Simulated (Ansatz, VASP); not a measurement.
**Two plane-wave programs on AlRu**

```xyz
4
Lattice="2.9763 0.0000 0.0000 0.0000 2.9763 0.0000 0.0000 0.0000 5.9527" Properties=species:S:1:pos:R:3 pbc="T T T"
Al    0.0000    0.0000   -0.0730
Al    0.0000    0.0000    3.0493
Ru    1.4574    1.4882    1.4882
Ru    1.5190    1.4882    4.4645
```

Change from the starting cell: mode 4 frozen in at -0.031 Å and mode 12 at -0.073 Å (largest displacements).

Alike in both runs: task single point; functional PBEsol; k mesh 16 × 16 × 8; occupations gaussian, width 0.15 eV; no spin polarisation.

```csv
,VASP,Ansatz
version,VASP 6.6.1,Ansatz 0.2.0
potentials or method,"VASP PAW PBE potentials, release 64 (Al, Ru_pv), cutoff 520 eV","scalar-relativistic, plane waves, PAW"
valence electrons in the cell,34,38
```

Ansatz gave:

| Item | Value |
| --- | --- |
| gap on the k mesh at the Fermi level (eV) | none |
| pressure (GPa) | 0.6 |
| traceless stress, the component that is largest in VASP (GPa) | 0.24 |
| rms of the force components (eV/Å) | 0.369 |

Problem. What did VASP give for the same quantities?

Solution. gap on the k mesh at the Fermi level (eV): none; pressure (GPa): 0.7; traceless stress, the component that is largest in VASP (GPa): 0.23; rms of the force components (eV/Å): 0.371.

VASP's potentials were made for PBE, not for PBEsol, and Ansatz warns of the same on its side. Atom by atom the forces differ by 0.002 eV/Å (rms over components). A gap of «none» marks a metal or a gap that the smearing closes. The functional is the same, so the differences come from potentials, cutoffs and numerics. VASP's potentials hold 34 valence electrons a cell and Ansatz's 38, so a difference there can come from the potentials and not from the codes.
